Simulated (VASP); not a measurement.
A run of VASP 6.6.1:

The input POSCAR:

```
GaN
1.0
    3.1346403037      0.0000000000      0.0000000000
   -1.5673201519      2.7146781348      0.0000000000
    0.0000000000      0.0000000000      5.1049132588
Ga N
2 2
Direct
    0.3333333333      0.6666666667     -0.0008202456
    0.6666666667      0.3333333333      0.4991797544
    0.3333333333      0.6666666667      0.3758202456
    0.6666666667      0.3333333333      0.8758202456
```

INCAR.step1

```
SYSTEM = GaN
ALGO = Normal ; EDIFF = 1E-5
ENCUT = 910 ; GGA = PE
GGA_COMPAT = .False. ; ISMEAR = 0
LASPH = .True. ; LCHARG = .False.
LREAL = .False. ; LWAVE = .True.
NBANDS = 26 ; NELM = 120
PREC = Accurate ; SIGMA = 0.01
```

Contents of INCAR.step2:

```
SYSTEM = GaN
ALGO = Normal ; EDIFF = 1E-6
ENCUT = 910 ; GGA_COMPAT = .False.
ISIF = 2 ; ISMEAR = 0
ISTART = 1 ; LASPH = .True.
LCHARG = .False. ; LMIXTAU = .True.
LREAL = .False. ; LWAVE = .False.
METAGGA = R2SCAN ; NBANDS = 26
NELM = 120 ; PREC = Accurate
SIGMA = 0.01
```

Contents of KPOINTS:

```
k-points
0
Gamma
  8 8 4
  0 0 0
```

Potentials or basis: VASP PAW PBE potentials, release 64 (Ga_d, N_h).

The run is started by

```console
$ cat potpaw_PBE.64/Ga_d/POTCAR potpaw_PBE.64/N_h/POTCAR > POTCAR
$ cp INCAR.step1 INCAR
$ mpirun -np 1 vasp_std > vasp.out
$ cp INCAR.step2 INCAR
$ mpirun -np 1 vasp_std > vasp.out
```

Hardware: 1 thread of Intel(R) Xeon(R) 6975P-C (Granite Rapids), with other jobs on the host.

**Question.** How long does it take, and how much memory?

**Answer.** Wall time 110 s on 1 thread of Intel(R) Xeon(R) 6975P-C (Granite Rapids) (shared host), peak memory 0.25 GiB. Counts: k points 30.
